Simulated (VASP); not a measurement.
Input of a VASP 6.6.1 run:

INCAR

```
SYSTEM = Al2GaP3
PREC     = Accurate       ! precision mode
ENCUT    = 520            ! plane-wave cutoff, eV
EDIFF    = 1E-6           ! SCF threshold, eV
ISMEAR   = 0              ! smearing method
SIGMA    = 0.01           ! smearing width, eV
LREAL    = .FALSE.        ! projectors in reciprocal space
LASPH    = .TRUE.         ! aspherical terms in the spheres
NELM     = 60             ! most SCF steps
ALGO     = Normal         ! electronic algorithm
ISIF     = 2              ! what is computed and relaxed
LWAVE    = .FALSE.        ! write WAVECAR
LCHARG   = .FALSE.        ! write CHGCAR
GGA      = PE             ! functional
NBANDS   = 26             ! bands
```

File KPOINTS:

```
regular mesh
0
G
  8 8 8
  0 0 0
```

File POSCAR:

```
Al2GaP3
1.0
   -1.9082483968      1.9082483968      8.0866027205
    1.9082483968     -1.9082483968      8.0866027205
    1.9082483968      1.9082483968     -8.0866027205
Al P Ga
2 3 1
Direct
    0.8333289918      0.8333289918      0.0000000000
    0.1666710082      0.1666710082      0.0000000000
    0.2500000000      0.7500000000      0.5000000000
    0.5836993242      0.0836993242      0.5000000000
    0.9163006758      0.4163006758      0.5000000000
    0.5000000000      0.5000000000      0.0000000000
```

Potentials or basis: VASP PAW PBE potentials, release 64 (Al, P, Ga_d).

Run with:

```sh
$ cat potpaw_PBE.64/Al/POTCAR potpaw_PBE.64/P/POTCAR potpaw_PBE.64/Ga_d/POTCAR > POTCAR
$ mpirun -np 1 vasp_std > vasp.out
```

(1) What does it give for the pressure?

(2) Estimate the band gap on the k mesh.

(3) Estimate the largest force.

Answers

(1) 5.6 GPa.

(2) 1.51 eV (least direct gap 1.81 eV).

(3) 0.025 eV/Å.

Caveat: the cell stands under pressure.
